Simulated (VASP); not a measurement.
A run of VASP 6.6.1 is set up as follows.

File INCAR:

```
SYSTEM = Si3N4
PREC = Accurate
ENCUT = 520
EDIFF = 1E-6
ISMEAR = 0
SIGMA = 0.01
LREAL = .False.
LASPH = .True.
NELM = 60
ALGO = Normal
ISIF = 2
LWAVE = .False.
LCHARG = .True.
GGA = PE
LELF = .True.
LVHAR = .True.
NBANDS = 45
```

KPOINTS

```
regular mesh
0
Gamma
  6 6 6
  0 0 0
```

POSCAR

```
Si3N4
1.0
    0.0000000000      3.8946819361      3.8946819361
    3.8946819361      0.0000000000      3.8946819361
    3.8946819361      3.8946819361      0.0000000000
Si N
6 8
Direct
    0.6250000000      0.6250000000      0.6250000000
    0.1250000000      0.6250000000      0.6250000000
    0.6250000000      0.6250000000      0.1250000000
    0.6250000000      0.1250000000      0.6250000000
    0.0000000000      0.0000000000      0.0000000000
    0.2500000000      0.2500000000      0.2500000000
    0.3824622034      0.3824622034      0.3824622034
    0.3973866101      0.8675377966      0.8675377966
    0.3824622034      0.3824622034      0.8526133899
    0.8675377966      0.3973866101      0.8675377966
    0.8526133899      0.3824622034      0.3824622034
    0.8675377966      0.8675377966      0.8675377966
    0.3824622034      0.8526133899      0.3824622034
    0.8675377966      0.8675377966      0.3973866101
```

Potentials or basis: VASP PAW PBE potentials, release 64 (Si, N).

The run is started by

```bash
$ cat potpaw_PBE.64/Si/POTCAR potpaw_PBE.64/N/POTCAR > POTCAR
$ mpirun -np 1 vasp_std > vasp.out
```

(1) What does it give for the pressure?

(2) What does it give for the band gap on the k mesh?

(3) Predict the largest force.

Results:

(1) -0.2 GPa.

(2) 3.33 eV, indirect (least direct gap 3.37 eV).

(3) 0.010 eV/Å.

**Measured values to compare with.**

From “Photoluminescence and electronic transitions in cubic silicon nitride”, 2016, pmc:4698759, for a powder of Si3N4: band gap 4.3 ± 0.25 eV (optical).

Against the measured gap of Si3N4, 4.3 eV (optical; powder; quoted in “Photoluminescence and electronic transitions in cubic silicon nitride”, 2016, pmc:4698759), the calculated 3.33 eV is off by -0.97 eV. 2 values of this kind are on record (4.3 to 4.8 eV); this one was drawn at random, those with a stated uncertainty first. The value is that of PBE on a finite k mesh, which can miss the band edges, without temperature or zero-point motion. Semilocal functionals fall short of measured gaps as a rule.
